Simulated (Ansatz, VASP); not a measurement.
Two plane-wave programs on HfO2

```
Hf O
1.0
     0.00000    2.55750    2.58308
     2.55750    0.00000    2.58308
     2.55750    2.55750    0.00000
Hf O
1 2
Direct
  0.00000 0.00000 0.00000
  0.25000 0.25000 0.25000
  0.75000 0.75000 0.75000
```

Change from the starting cell: z stretched by +1 %, ions relaxed.

Alike in both runs: task relaxation of the atoms; functional PBE; k mesh 10 × 10 × 10; occupations fermi-dirac, width 0.02 eV; no spin polarisation.

|  | VASP | Ansatz |
| --- | --- | --- |
| version | VASP 6.6.1 | Ansatz 0.2.0 |
| potentials or method | VASP PAW PBE potentials, release 64 (Hf_pv, O) | plane-wave PAW, scalar-relativistic |
| plane-wave cutoff (eV) | 520 | 420 |
| valence electrons in the cell | 22 | 38 |

|  | VASP | Ansatz | Ansatz less VASP |
| --- | --- | --- | --- |
| gap on the k mesh at the Fermi level, each at its own relaxed structure (eV) | 3.66 | 3.66 | -0.005 |

VASP's potentials hold 22 valence electrons a cell and Ansatz's 38, so a difference there can come from the potentials and not from the codes. Ansatz's warnings: stress scf threshold loose.

Spin-orbit coupling is off throughout. Noted on VASP's run: the relaxation stopped at its first step, so nothing moved.
